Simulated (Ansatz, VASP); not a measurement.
# CdS: VASP beside Ansatz

```
CELL_PARAMETERS angstrom
4.26117 0.00000 0.00000
-2.13058 3.69028 0.00000
0.00000 0.00000 5.80417
ATOMIC_POSITIONS crystal
Cd 0.00000 0.00000 0.44269
S 0.66667 0.33333 0.43431
```

Alike in both runs: task single point; functional PBE0; k mesh 2 × 2 × 1; no spin polarisation.

|  | VASP | Ansatz |
| --- | --- | --- |
| version | VASP 6.6.1 | Ansatz 0.2.0 |
| potentials or method | VASP PAW PBE potentials, release 64 (Cd_sv_GW, S), cutoff 470 eV | plane waves, PAW |
| occupations | gaussian, width 0.01 eV | fixed |
| valence electrons in the cell | 26 | 26 |

|  | VASP | Ansatz | Ansatz less VASP |
| --- | --- | --- | --- |
| gap on the k mesh at the Fermi level (eV) | 3.32 | 3.23 | -0.085 |

The k mesh is coarse, so the values compare programs but aren't converged.
